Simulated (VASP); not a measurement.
Set up this calculation in VASP 6.6.1, as the native input.

* Task: single point
* Functional: PBE
* Potentials or basis: VASP PAW PBE potentials, release 64 (In_d, Se)
* Cutoff: 520 eV
* k mesh: 7 × 7 × 7
* Occupations: fermi-dirac, width 0.02 eV
* Spin: no spin polarisation
* Dipole correction: no
* Further INCAR settings: ALGO = Normal; EDIFF = 1e-06; NBANDS = 27

The structure of InSe lies in POSCAR:

```
InSe
1.0
    2.0442052266      1.1802224379      9.2874530192
   -2.0442052266      1.1802224379      9.2874530192
    0.0000000000     -2.3604448757      9.2874530192
In Se
2 2
Direct
    0.0049588123      0.0049588123      0.0049588123
    0.1063710848      0.1063710848      0.1063710848
    0.6259568071      0.6259568071      0.6259568071
    0.8187132958      0.8187132958      0.8187132958
```

The input as run:

INCAR

```
SYSTEM = InSe
PREC     = Accurate       ! precision mode
ENCUT    = 520            ! plane-wave cutoff, eV
EDIFF    = 1E-6           ! SCF threshold, eV
ISMEAR   = -1             ! smearing method
SIGMA    = 0.02           ! smearing width, eV
LREAL    = .False.        ! projectors in reciprocal space
LASPH    = .True.         ! aspherical terms in the spheres
NELM     = 100            ! most SCF steps
ALGO     = Normal         ! electronic algorithm
ISIF     = 2              ! what is computed and relaxed
LWAVE    = .False.        ! write WAVECAR
LCHARG   = .True.         ! write CHGCAR
GGA      = PE             ! functional
LELF     = .True.         ! ELF
LVHAR    = .True.       
NBANDS   = 27             ! bands
```

KPOINTS

```
Automatic mesh
0
Gamma
  7 7 7
  0 0 0
```

Potentials or basis: VASP PAW PBE potentials, release 64 (In_d, Se).

Run with:

```console
$ cat potpaw_PBE.64/In_d/POTCAR potpaw_PBE.64/Se/POTCAR > POTCAR
$ mpirun -np 1 vasp_std > vasp.out
```

Results of the run:

The pressure is 0.0 GPa and the largest force is 0.013 eV/Å. The band gap on the k mesh is 0.86 eV, direct.

Caveat: spin-orbit coupling is left out, which moves the levels of the heavy elements.

It took 13 min on 1 thread of AMD EPYC 7R43 64-Core Processor (Zen 3), with other jobs on the host, peak memory 0.71 GiB.
